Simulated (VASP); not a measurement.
Set up this calculation in VASP 6.6.1, as the native input.

```yaml
Task: single point
Functional: PBE
Potentials_or_basis: VASP PAW PBE potentials, release 64 (Cd, Te)
Cutoff: 500 eV
k_mesh: 8 × 8 × 4
Occupations: gaussian, width 0.01 eV
Spin: no spin polarisation
Dipole_correction: no
Further_INCAR_settings: ALGO = Normal; EDIFF = 1e-06; NBANDS = 32
```

The structure of Cd3Te2 lies in POSCAR:

```
Cd3Te2
1.0
    4.7598270620      0.0000000000      0.0000000000
    0.0000000000      4.7598270620      0.0000000000
    0.0000000000      0.0000000000      9.6050063518
Cd Te
3 2
Direct
    0.5000000000      0.5000000000      0.3566677947
    0.5000000000      0.5000000000      0.6433322053
    0.0000000000      0.0000000000      0.0000000000
    0.0000000000      0.5000000000      0.1747196374
    0.5000000000      0.0000000000      0.8252803626
```

One way to write it, as run:

INCAR

```
SYSTEM = Cd3Te2
PREC = Accurate
ENCUT = 500
EDIFF = 1E-6
ISMEAR = 0
SIGMA = 0.01
LREAL = .False.
LASPH = .True.
NELM = 120
ALGO = Normal
ISIF = 2
LWAVE = .False.
LCHARG = .False.
GGA = PE
NBANDS = 32
GGA_COMPAT = .False.
```

KPOINTS

```
Automatic mesh
0
Gamma
  8 8 4
  0 0 0
```

Potentials or basis: VASP PAW PBE potentials, release 64 (Cd, Te).

Command:

```bash
$ cat potpaw_PBE.64/Cd/POTCAR potpaw_PBE.64/Te/POTCAR > POTCAR
$ mpirun -np 1 vasp_std > vasp.out
```

Results of the run:

```json
{
  "Pressure": "-1.1 GPa",
  "Largest force": "0.010 eV/Å",
  "Band gap on the k mesh": "0.02 eV"
}
```

Caveat: spin-orbit coupling is left out, which moves the levels of the heavy elements.

Run time: 4.2 min on 1 thread of Oxide Virtual Turin-like Processor (shared host), peak memory 0.4 GiB.
